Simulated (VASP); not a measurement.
# C (a cell with a defect) in VASP: notebook, part 2 of 2

VASP 6.6.1. The steps go on from the part before.

**3. Single point, PBEsol**

File INCAR:

```
SYSTEM = C
ALGO = Normal ; EDIFF = 1E-7
ENCUT = 520 ; GGA = PS
ISIF = 2 ; ISMEAR = 0
LASPH = .TRUE. ; LCHARG = .TRUE.
LELF = .TRUE. ; LREAL = Auto
LVHAR = .TRUE. ; LWAVE = .FALSE.
NBANDS = 43 ; NELM = 60
PREC = Accurate ; SIGMA = 0.05
```

File KPOINTS:

```
k-points
0
G
  6 6 6
  0 0 0
```

File POSCAR:

```
C
1.0
    0.0000000000      3.5537981836     -3.5537981836
   -3.5537981836      0.0000000000     -3.5537981836
   -3.5537981836      3.5537981836      0.0000000000
C
15
Direct
    0.2500000000      0.7500000000      0.2500000000
    0.7500000000      0.2500000000      0.2500000000
    0.2500000000      0.2500000000      0.2500000000
    0.7500000000      0.7500000000      0.7500000000
    0.2500000000      0.7500000000      0.7500000000
    0.7500000000      0.2500000000      0.7500000000
    0.2500000000      0.2500000000      0.7500000000
    0.8750000000      0.3750000000      0.3750000000
    0.3750000000      0.3750000000      0.3750000000
    0.8548965931      0.8548965931      0.4152068137
    0.3750000000      0.8750000000      0.3750000000
    0.8750000000      0.3750000000      0.8750000000
    0.3750000000      0.3750000000      0.8750000000
    0.8750000000      0.8750000000      0.8750000000
    0.3750000000      0.8750000000      0.8750000000
```

Potentials or basis: VASP PAW PBE potentials, release 64 (C).

Command:

```
$ cat potpaw_PBE.64/C/POTCAR > POTCAR
$ mpirun -np 1 vasp_std > vasp.out
```

OUTCAR:

```text
SYSTEM = C
   EDIFF = 1E-7
   ENCUT = 520
   GGA = PS
   ISIF = 2
   ISMEAR = 0
   LASPH = .TRUE.
   LREAL = Auto
   NELM = 60
   PREC = Accurate

 ion  position               nearest neighbor table
   1  0.250  0.750  0.250-  11 1.54   9 1.54  15 1.54  10 1.63
   2  0.750  0.250  0.250-   8 1.54   9 1.54  12 1.54  10 1.63
   3  0.250  0.250  0.250-   9 1.54   8 1.54  11 1.54  13 1.54
   4  0.750  0.750  0.750-  10 1.38  14 1.54  12 1.54  15 1.54
   5  0.250  0.750  0.750-  15 1.54  13 1.54  14 1.54  11 1.54
   6  0.750  0.250  0.750-  12 1.54   8 1.54  13 1.54  14 1.54
   7  0.250  0.250  0.750-  13 1.54  12 1.54   9 1.54  15 1.54
   8  0.875  0.375  0.375-   2 1.54   3 1.54   6 1.54
   9  0.375  0.375  0.375-   3 1.54   2 1.54   1 1.54   7 1.54
  10  0.855  0.855  0.415-   4 1.38   2 1.63   1 1.63
  11  0.375  0.875  0.375-   1 1.54   3 1.54   5 1.54
  12  0.875  0.375  0.875-   6 1.54   4 1.54   2 1.54   7 1.54
  13  0.375  0.375  0.875-   7 1.54   5 1.54   6 1.54   3 1.54
  14  0.875  0.875  0.875-   4 1.54   5 1.54   6 1.54
  15  0.375  0.875  0.875-   5 1.54   4 1.54   1 1.54   7 1.54

  LATTYP: Found a face centered cubic cell.
 ALAT       =     7.1075963672

  Lattice vectors:

 A1 = (   0.0000000000,   3.5537981836,  -3.5537981836)
 A2 = (  -3.5537981836,   0.0000000000,  -3.5537981836)
 A3 = (  -3.5537981836,   3.5537981836,   0.0000000000)

Analysis of symmetry for initial positions (statically):
=====================================================================
 Subroutine PRICEL returns:
 Original cell was already a primitive cell.

 Routine SETGRP: Setting up the symmetry group for a
 face centered cubic supercell.

 Subroutine GETGRP returns: Found  2 space group operations
 (whereof  2 operations were pure point group operations)
 out of a pool of 48 trial point group operations.

The static configuration has the point symmetry C_1h.

Analysis of symmetry for dynamics (positions and initial velocities):
=====================================================================
 Subroutine PRICEL returns:
 Original cell was already a primitive cell.

 Routine SETGRP: Setting up the symmetry group for a
 face centered cubic supercell.

 Subroutine GETGRP returns: Found  2 space group operations
 (whereof  2 operations were pure point group operations)
 out of a pool of 48 trial point group operations.

The dynamic configuration has the point symmetry C_1h.

 Subroutine INISYM returns: Found  2 space group operations
 (whereof  2 operations are pure point group operations),
 and found     1 'primitive' translations

----------------------------------------------------------------------------------------

                                     Primitive cell

  volume of cell :      89.7653

  direct lattice vectors                    reciprocal lattice vectors
     0.000000000  3.553798184 -3.553798184     0.140694540  0.140694540 -0.140694540
    -3.553798184  0.000000000 -3.553798184    -0.140694540 -0.140694540 -0.140694540
[... 95 lines left out ...]
   total plane-waves  NPLWV =  64000
   dimension x,y,z NGX =    40 NGY =   40 NGZ =   40
   dimension x,y,z NGXF=    80 NGYF=   80 NGZF=   80
   ions per type =              15
   NGX,Y,Z   is equivalent  to a cutoff of  13.23, 13.23, 13.23 a.u.
   NGXF,Y,Z  is equivalent  to a cutoff of  26.46, 26.46, 26.46 a.u.
 SYSTEM =  C
   PREC   = accura    normal or accurate (medium, high low for compatibility)
   ISTART =      0    job   : 0-new  1-cont  2-samecut
   ICHARG =      2    charge: 1-file 2-atom 10-const
   ISPIN  =      1    spin polarized calculation?
   LNONCOLLINEAR =      F non collinear calculations
   LSORBIT =      F    spin-orbit coupling
   LASPH  =      T    aspherical Exc in radial PAW
   ENCUT  =  520.0 eV  38.22 Ry    6.18 a.u.   9.34  9.34  9.34*2*pi/ulx,y,z
   NELM   =     60;   NELMIN=  2; NELMDL= -5     # of ELM steps
   EDIFF  = 0.1E-06   stopping-criterion for ELM
   LREAL  =      T    real-space projection
   EDIFFG = 0.1E-05   stopping-criterion for IOM
   NSW    =      0    number of steps for IOM
   IBRION =     -1    ionic relax: 0-MD 1-quasi-New 2-CG
   NFREE  =      0    steps in history (QN), initial steepest desc. (CG)
   ISIF   =      2    stress and relaxation
   ISYM   =      2    0-nonsym 1-usesym 2-fastsym
   POTIM  = 0.5000    time-step for ionic-motion
   TEBEG  =    0.0;   TEEND  =   0.0 temperature during run
   PSTRESS=    0.0 pullay stress
   NELECT =      60.0000    total number of electrons
   NUPDOWN=      -1.0000    fix difference up-down
   EMIN   =  10.00;   EMAX   =-10.00  energy-range for DOS
   EFERMI =   0.00;   METHOD = LEGACY
   ISMEAR =     0;   SIGMA  =   0.05  broadening in eV -4-tet -1-fermi 0-gaus
   EFERMI_NEDOS =   21; number of points for ismear=-14 and -15
   IALGO  =     38    algorithm
   IMIX   =      4    mixing-type and parameters
     AMIX     =   0.40;   BMIX     =  1.00
     AMIX_MAG =   1.60;   BMIX_MAG =  1.00
  volume/ion in A,a.u.               =       5.98        40.38
  Fermi-wavevector in a.u.,A,eV,Ry     =   1.431383  2.704921 27.876392  2.048857
  Thomas-Fermi vector in A             =   2.551125
   LORBIT       =      0    0 simple, 1 ext, 2 COOP (PROOUT), +10 PAW based schemes
   GGA     = PS    functional components
   LHFCALC =     F    Hartree Fock is set to
   AEXX    =    0.0000 exact exchange contribution
   IVDW    =     0    specifies the selected vdW correction
   LEPSILON=     F    determine dielectric tensor
   LRPA    =     F    only Hartree local field effects (RPA)
 non-spin polarized calculation
 Gauss-broadening in eV      SIGMA  =   0.05
  energy-cutoff  :      520.00
  volume of cell :       89.77
 maximum number of plane-waves:      2450
 NGX is ok and might be reduce to    40
   NGX = 19   NGY = 19   NGZ = 19

 number of electron      59.9999993 magnetization

 Free energy of the ion-electron system (eV)
  ---------------------------------------------------
  ext. energy  EPLUGINS =         0.00000000
  ---------------------------------------------------
  free energy    TOTEN  =      -137.82205110 eV

  energy without entropy =     -137.81982966  energy(sigma->0) =     -137.82094038

 E-fermi :   9.8595     XC(G=0): -13.1727

 val. band max:        9.8459651268   @ k =   0.1667  -0.3333   0.3333
 cond. band min:       9.8805139570   @ k =   0.5000   0.5000   0.1667
 fundamental gap:      0.0345488303
 Fermi energy:         9.8595415849

 k-point     1 :       0.0000    0.0000    0.0000
  band No.  band energies     occupation
      1     -12.2937      2.00000
      2      -7.1176      2.00000
      3      -6.6536      2.00000
      4      -6.5737      2.00000
      5      -5.9045      2.00000
      6      -4.5025      2.00000
[... 1069 lines left out ...]
     41      17.8407      0.00000
     42      18.4384      0.00000

 [... further k-points ...]

 [bands above 42 left out]

------------------------ aborting loop because EDIFF is reached ----------------------------------------

  FORCE on cell =-STRESS in cart. coord.  units (eV):
  Direction    XX          YY          ZZ          XY          YZ          ZX
  --------------------------------------------------------------------------------------
  -------------------------------------------------------------------------------------
  Total       -0.5877971     -0.5877971     -5.3157413     -2.4152952      1.7795344     -1.7795348
  in kB      -10.4913100    -10.4913100    -94.8781350    -43.1094534     31.7620618    -31.7620685
  external PRESSURE =     -38.6202517 kB  Pullay stress =       0.0000000 kB

 VOLUME and BASIS-vectors are now :
 -----------------------------------------------------------------------------
  energy-cutoff  :      520.00
  volume of cell :       89.77
      direct lattice vectors                 reciprocal lattice vectors
     0.000000000  3.553798184 -3.553798184     0.140694540  0.140694540 -0.140694540
    -3.553798184  0.000000000 -3.553798184    -0.140694540 -0.140694540 -0.140694540
    -3.553798184  3.553798184  0.000000000    -0.140694540  0.140694540  0.140694540

 POSITION                                       TOTAL-FORCE (eV/Angst)
 -----------------------------------------------------------------------------------
     -3.55380      1.77690     -3.55380         0.112400      0.397445      0.993271
     -1.77690      3.55380     -3.55380        -0.397445     -0.112400      0.993271
     -1.77690      1.77690     -1.77690        -0.042053      0.042053     -0.742068
     -5.33070      5.33070     -5.33070        -2.231050      2.231050      3.208151
     -5.33070      3.55380     -3.55380         0.023179      0.675150      0.039764
     -3.55380      5.33070     -3.55380        -0.675150     -0.023179      0.039764
     -3.55380      3.55380     -1.77690         0.036230     -0.036230     -0.095513
     -2.66535      4.44225     -4.44225         1.763314      1.706093      1.652801
     -2.66535      2.66535     -2.66535         0.010424     -0.010424     -0.250203
     -4.51369      4.51369     -6.07626         2.063237     -2.063237     -7.285357
     -4.44225      2.66535     -4.44225        -1.706093     -1.763314      1.652801
     -4.44225      6.21915     -4.44225         0.241167      0.793308      0.688500
     -4.44225      4.44225     -2.66535         0.032147     -0.032147      0.042381
     -6.21915      6.21915     -6.21915         1.563002     -1.563002     -1.626062
     -6.21915      4.44225     -4.44225        -0.793308     -0.241167      0.688500
 -----------------------------------------------------------------------------------
    total drift:                                0.002728     -0.002728     -0.003546

  FREE ENERGIE OF THE ION-ELECTRON SYSTEM (eV)
  ---------------------------------------------------
  free  energy   TOTEN  =      -137.8220511043 eV

  energy  without entropy=     -137.8198296608  energy(sigma->0) =     -137.82094038
```

Run time: 12 min. Hardware: 1 thread of Intel Xeon Platinum 8259CL at 2.50GHz (Skylake/Cascade Lake), shared host; peak memory 0.32 GiB.

Results:

* Free energy: -137.8221 eV
* Pressure: -3.9 GPa
* Largest force: 7.848 eV/Å
* Band gap on the k mesh: zero (bands 30 and 31 overlap by 1.87 eV)

Forces on the atoms (eV/Å):
```
C    0.112  0.397  0.993
C   -0.397 -0.112  0.993
C   -0.042  0.042 -0.742
C   -2.231  2.231  3.208
C    0.023  0.675  0.040
C   -0.675 -0.023  0.040
C    0.036 -0.036 -0.096
C    1.763  1.706  1.653
C    0.010 -0.010 -0.250
C    2.063 -2.063 -7.285
C   -1.706 -1.763  1.653
C    0.241  0.793  0.689
C    0.032 -0.032  0.042
C    1.563 -1.563 -1.626
C   -0.793 -0.241  0.689
```

Stress tensor (GPa, compression positive):
```
-1.05 -4.31 -3.18
-4.31 -1.05  3.18
-3.18  3.18 -9.49
```

Levels at points of the mesh, in eV from the Fermi level:
| k point | band 27 | band 28 | band 29 | band 30 | band 31 | band 32 | band 33 | band 34 |
| --- | --- | --- | --- | --- | --- | --- | --- | --- |
| (0.00, 0.00, 0.00) | -2.09 | -1.99 | -1.86 | 1.59 | 1.85 | 1.95 | 3.64 | 3.96 |
| (0.50, 0.00, 0.00) | -4.38 | -2.63 | -2.62 | -2.13 | 0.87 | 1.28 | 5.04 | 5.12 |
| (0.00, 0.00, 0.50) | -3.88 | -2.79 | -2.78 | -2.21 | 1.19 | 1.22 | 5.07 | 5.13 |
| (0.50, 0.50, 0.50) | -4.33 | -3.08 | -2.11 | -2.07 | 1.01 | 1.23 | 4.67 | 5.11 |
| (0.50, 0.50, 0.00) | -3.97 | -3.41 | -3.28 | -1.88 | 0.15 | 0.37 | 3.97 | 4.34 |
| (0.00, 0.50, 0.50) | -4.10 | -3.93 | -3.11 | -2.18 | 0.21 | 0.72 | 3.73 | 4.24 |

Caveat: the cell differs from its parent crystal (atoms taken out, atom 10 moved 0.000 of the way to it and +0.175 Å across, host rigid); the PAW data sets were made with another functional, which shifts forces and pressure a little.
